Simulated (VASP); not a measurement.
The system is SnO2.

```
CELL_PARAMETERS angstrom
0.00000 2.57415 2.57415
2.57415 0.00000 2.57415
2.57415 2.57415 0.00000
ATOMIC_POSITIONS crystal
Sn 0.00000 0.00000 0.00000
O 0.75000 0.75000 0.75000
O 0.25000 0.25000 0.25000
```

```yaml
Program: VASP 6.6.1
Task: relaxation of cell and atoms
Functional: LDA
Potentials_or_basis: VASP PAW LDA potentials, release 64 (Sn_d, O)
Cutoff: 600 eV
k_mesh: 9 × 9 × 9
Occupations: fermi-dirac, width 0.05 eV
Spin: no spin polarisation
```

At the start: pressure -11.7 GPa; volume 11.37 Å³/atom.

Where does the relaxation end?

Over 4 steps the energy falls by 26.0 meV/atom and the volume is 10.70 Å³/atom (-5.9 %); space group Fm-3m (No. 225, to 0.1 Å) before and after.

The path:
| step | energy change (eV) | largest force (eV/Å) | pressure (GPa) | volume (Å³) |
| --- | --- | --- | --- | --- |
| 1 | 0.0000 | 0.0000 | -11.72 | 34.11 |
| 2 | 0.0145 | 0.0000 | 16.29 | 30.17 |
| 3 | -0.0779 | 0.0000 | -0.21 | 32.13 |
| 4 | -0.0779 | 0.0000 | 0.13 | 32.09 |

Final structure:
```
Sn O
1.0
     0.00000    2.52218    2.52218
     2.52218    0.00000    2.52218
     2.52218    2.52218    0.00000
Sn O
1 2
Direct
  0.00000 0.00000 0.00000
  0.75000 0.75000 0.75000
  0.25000 0.25000 0.25000
```
